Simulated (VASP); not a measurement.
# Te (P3_121) in VASP: single point with HSE06

Aim: the single point of Te with HSE06.

All numbers are computed with VASP 6.6.1; they aren't measurements. Logs are shortened: lines on timing, memory, paths and dates and some standing lists are left out, and cuts for length are marked.

## 1. The cell of the first run

The structure is trigonal, space group P3_121 (No. 152). Conventional cell: a = 4.471 Å, b = 4.471 Å, c = 5.949 Å, α = 90.00°, β = 90.00°, γ = 120.00°. Te (site symmetry 2) has 6 Te at 2.85 to 3.50 Å within 3.8 Å.

## 2. Single point, HSE06

POSCAR reads:

```
Te
1.0
    4.4712577270      0.0000000000      0.0000000000
   -2.2356288635      3.8722227785      0.0000000000
    0.0000000000      0.0000000000      5.9487470213
Te
3
Direct
    0.2641920653      0.0000000000      0.3333333333
    0.0000000000      0.2641920653      0.6666666667
    0.7358079347      0.7358079347      0.0000000000
```

INCAR.step1 reads:

```
PREC     = Accurate       # precision mode
ENCUT    = 520            # plane-wave cutoff, eV
EDIFF    = 1E-5           # SCF threshold, eV
ISMEAR   = 0              # smearing method
SIGMA    = 0.01           # smearing width, eV
LREAL    = False          # projectors in reciprocal space
LASPH    = True           # aspherical terms in the spheres
NELM     = 80             # most SCF steps
ALGO     = Normal         # electronic algorithm
ISIF     = 2              # what is computed and relaxed
LWAVE    = True           # write WAVECAR
GGA      = PE             # functional
NBANDS   = 16             # bands
```

INCAR.step2 reads:

```
PREC     = Accurate       # precision mode
ENCUT    = 520            # plane-wave cutoff, eV
EDIFF    = 1E-6           # SCF threshold, eV
ISMEAR   = 0              # smearing method
SIGMA    = 0.01           # smearing width, eV
LREAL    = False          # projectors in reciprocal space
LASPH    = True           # aspherical terms in the spheres
NELM     = 80             # most SCF steps
ALGO     = Normal         # electronic algorithm
ISIF     = 2              # what is computed and relaxed
LWAVE    = False          # write WAVECAR
LCHARG   = True           # write CHGCAR
GGA      = PE             # functional
LHFCALC  = True           # exact exchange
HFSCREEN = 0.2079         # screening, 1/A
PRECFOCK = Normal       
LELF     = True           # ELF
LVHAR    = True         
ISTART   = 1            
NBANDS   = 16             # bands
```

KPOINTS reads:

```
Automatic mesh
0
Gamma
  6 6 2
```

Potentials or basis: VASP PAW PBE potentials, release 64 (Te).

Run with:

```
cat potpaw_PBE.64/Te/POTCAR > POTCAR
cp INCAR.step1 INCAR
mpirun -np 1 vasp_std > vasp.out
cp INCAR.step2 INCAR
mpirun -np 1 vasp_std > vasp.out
```

OUTCAR:

```text
PREC = Accurate
   ENCUT = 520
   EDIFF = 1E-6
   ISMEAR = 0
   LREAL = False
   LASPH = True
   NELM = 80
   ISIF = 2
   GGA = PE
   LHFCALC = True
   HFSCREEN = 0.2079
   PRECFOCK = Normal
   ISTART = 1

 ion  position               nearest neighbor table
   1  0.264  0.000  0.333-   3 2.85   2 2.85   3 3.50   3 3.50   2 3.50   2 3.50
   2  0.000  0.264  0.667-   3 2.85   1 2.85   3 3.50   3 3.50   1 3.50   1 3.50
   3  0.736  0.736  0.000-   1 2.85   2 2.85   1 3.50   2 3.50   2 3.50   1 3.50

  LATTYP: Found a hexagonal cell.
 ALAT       =     4.4712577270
 C/A-ratio  =     1.3304415412

  Lattice vectors:

 A1 = (   4.4712577270,   0.0000000000,   0.0000000000)
 A2 = (  -2.2356288635,   3.8722227785,   0.0000000000)
 A3 = (   0.0000000000,   0.0000000000,   5.9487470213)

Analysis of symmetry for initial positions (statically):
=====================================================================
 Subroutine PRICEL returns:
 Original cell was already a primitive cell.

 Routine SETGRP: Setting up the symmetry group for a
 hexagonal supercell.

 Subroutine GETGRP returns: Found  6 space group operations
 (whereof  2 operations were pure point group operations)
 out of a pool of 24 trial point group operations.

The static configuration has the point symmetry C_2 .
 The point group associated with its full space group is D_3 .

Analysis of symmetry for dynamics (positions and initial velocities):
=====================================================================
 Subroutine PRICEL returns:
 Original cell was already a primitive cell.

 Routine SETGRP: Setting up the symmetry group for a
 hexagonal supercell.

 Subroutine GETGRP returns: Found  6 space group operations
 (whereof  2 operations were pure point group operations)
 out of a pool of 24 trial point group operations.

The dynamic configuration has the point symmetry C_2 .
 The point group associated with its full space group is D_3 .

 Subroutine INISYM returns: Found  6 space group operations
 (whereof  2 operations are pure point group operations),
 and found     1 'primitive' translations

----------------------------------------------------------------------------------------

                                     Primitive cell

  volume of cell :     102.9949
[... 86 lines left out ...]
   ISIF   =      2    stress and relaxation
   ISYM   =      3    0-nonsym 1-usesym 2-fastsym
   POTIM  = 0.5000    time-step for ionic-motion
   TEBEG  =    0.0;   TEEND  =   0.0 temperature during run
   PSTRESS=    0.0 pullay stress
   NELECT =      18.0000    total number of electrons
   NUPDOWN=      -1.0000    fix difference up-down
   EMIN   =  10.00;   EMAX   =-10.00  energy-range for DOS
   EFERMI =   0.00;   METHOD = LEGACY
   ISMEAR =     0;   SIGMA  =   0.01  broadening in eV -4-tet -1-fermi 0-gaus
   EFERMI_NEDOS =   21; number of points for ismear=-14 and -15
   IALGO  =     38    algorithm
   IMIX   =      1    mixing-type and parameters
     AMIX     =   0.40;   BMIX     =  1.00
     AMIX_MAG =   1.60;   BMIX_MAG =  1.00
  volume/ion in A,a.u.               =      34.33       231.68
  Fermi-wavevector in a.u.,A,eV,Ry     =   0.915294  1.729654 11.398452  0.837763
  Thomas-Fermi vector in A             =   2.040019
   LORBIT       =      0    0 simple, 1 ext, 2 COOP (PROOUT), +10 PAW based schemes
   GGA     = PE    functional components
   LHFCALC =     T    Hartree Fock is set to
   PRECFOCK=normal    Normal, Fast or Accurate (Low or Medium for compatibility)
   ENCUT4O =  -1.0   cutoff for four orbital integrals eV
   NKREDX  =     1    reduce k-point grid by
   NKREDY  =     1    reduce k-point grid by
   NKREDZ  =     1    reduce k-point grid by
   AEXX    =    0.2500 exact exchange contribution
   HFSCREEN=    0.2079 screening length (either q_TF or 0.3 A-1)
   HFSCREENC=   0.2079 screening length for correlation (either q_TF or 0.3 A-1)
   ENCUTFOCK=  -1.0 apply spherical cutoff to Coloumb kernel
   IVDW    =     0    specifies the selected vdW correction
   LEPSILON=     F    determine dielectric tensor
   LRPA    =     F    only Hartree local field effects (RPA)
 non-spin polarized calculation
 Gauss-broadening in eV      SIGMA  =   0.01
  energy-cutoff  :      520.00
  volume of cell :      102.99
 maximum number of plane-waves:      2854
 NGX is ok and might be reduce to    36
  NGX = 28; NGY = 28; NGZ = 36

 number of electron      17.9999997 magnetization

 Free energy of the ion-electron system (eV)
  ---------------------------------------------------
  ext. energy  EPLUGINS =         0.00000000
  ---------------------------------------------------
  free energy    TOTEN  =       -11.87055210 eV

  energy without entropy =      -11.87055210  energy(sigma->0) =      -11.87055210

 E-fermi :   5.5210     XC(G=0):  -7.5418

 val. band max:        5.4052783664   @ k =   0.3333   0.3333   0.5000
 cond. band min:       5.9891112445   @ k =   0.3333   0.3333   0.5000
 fundamental gap:      0.5838328780
 Fermi energy:         5.5209975511

 k-point     1 :       0.0000    0.0000    0.0000
  band No.  band energies     occupation
      1      -9.4512      2.00000
      2      -5.8097      2.00000
      3      -5.8097      2.00000
      4       2.1106      2.00000
      5       2.4629      2.00000
      6       2.4629      2.00000
[... 243 lines left out ...]
      3      -5.4591      2.00000
      4      -0.2252      2.00000
      5      -0.0262      2.00000
      6      -0.0262      2.00000
[... 8 lines left out ...]
     15      12.6973      0.00000
     16      13.2365      0.00000

------------------------ aborting loop because EDIFF is reached ----------------------------------------

  FORCE on cell =-STRESS in cart. coord.  units (eV):
  Direction    XX          YY          ZZ          XY          YZ          ZX
  --------------------------------------------------------------------------------------
  -------------------------------------------------------------------------------------
  Total       -0.3180863     -0.3180863     -0.8796085      0.0000000     -0.0000000      0.0000000
  in kB       -4.9481182     -4.9481182    -13.6830985      0.0000000     -0.0000000      0.0000000
  external PRESSURE =      -7.8597783 kB  Pullay stress =       0.0000000 kB

 VOLUME and BASIS-vectors are now :
 -----------------------------------------------------------------------------
  energy-cutoff  :      520.00
  volume of cell :      102.99
      direct lattice vectors                 reciprocal lattice vectors
     4.471257727  0.000000000  0.000000000     0.223650718  0.129124802  0.000000000
    -2.235628864  3.872222778  0.000000000     0.000000000  0.258249604  0.000000000
     0.000000000  0.000000000  5.948747021     0.000000000  0.000000000  0.168102627

 POSITION                                       TOTAL-FORCE (eV/Angst)
 -----------------------------------------------------------------------------------
      1.18127      0.00000      1.98292        -0.249226      0.000000     -0.000000
     -0.59064      1.02301      3.96583         0.124613     -0.215836     -0.000000
      1.64499      2.84921      0.00000         0.124613      0.215836      0.000000
 -----------------------------------------------------------------------------------
    total drift:                               -0.000000     -0.000001     -0.000000

  FREE ENERGIE OF THE ION-ELECTRON SYSTEM (eV)
  ---------------------------------------------------
  free  energy   TOTEN  =       -11.8705520971 eV

  energy  without entropy=      -11.8705520971  energy(sigma->0) =      -11.87055210
```

It took 42 min on 1 thread of Intel Xeon Platinum 8259CL at 2.50GHz (Skylake/Cascade Lake), shared host; peak memory 0.36 GiB.

Results:

```
Free energy            : -11.8706 eV
Pressure               : -0.8 GPa
Largest force          : 0.249 eV/Å
Band gap on the k mesh : 0.58 eV
```

Forces on the atoms (eV/Å):
```
Te  -0.249  0.000  0.000
Te   0.125 -0.216  0.000
Te   0.125  0.216  0.000
```

Caveat: the k points lie up to 0.53 Å⁻¹ apart; the PAW data sets were made with another functional, which shifts forces and pressure a little; spin-orbit coupling is left out, which moves the levels of the heavy elements.
